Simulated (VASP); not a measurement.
# Sr: single point with PBE

Crystal: Sr.

```
Sr
1.0
     0.00000    3.01772    3.01772
     3.01772    0.00000    3.01772
     3.01772    3.01772    0.00000
Sr
1
Direct
  0.00000 0.00000 0.00000
```

```json
{"Program": "VASP 6.6.1", "Task": "single point", "Functional": "PBE", "Potentials or basis": "VASP PAW PBE potentials, release 64 (Sr_sv)", "Cutoff": "520 eV", "k mesh": "12 × 12 × 12", "Occupations": "fermi-dirac, width 0.05 eV", "Spin": "no spin polarisation", "Dipole correction": "no", "Further INCAR settings": "ALGO = Normal; EDIFF = 1e-06; NBANDS = 11"}
```

* Pressure: 0.0 GPa
* Band gap on the k mesh: zero (bands 5 and 6 overlap by 0.06 eV)

Levels at points of the mesh, in eV from the Fermi level:
| k point | band 2 | band 3 | band 4 | band 5 | band 6 | band 7 | band 8 | band 9 |
| --- | --- | --- | --- | --- | --- | --- | --- | --- |
| (0.00, 0.00, 0.00) | -18.50 | -18.50 | -18.50 | -3.64 | 2.35 | 2.35 | 2.35 | 3.81 |
| (0.50, 0.00, 0.00) | -18.70 | -18.53 | -18.53 | -1.12 | 0.07 | 2.19 | 2.19 | 4.86 |
| (0.50, 0.50, 0.00) | -18.69 | -18.57 | -18.57 | -0.64 | 0.35 | 1.06 | 4.86 | 5.16 |

It took 22 s on 1 thread of Intel Xeon 8259CL (shared host), peak memory 0.2 GiB.
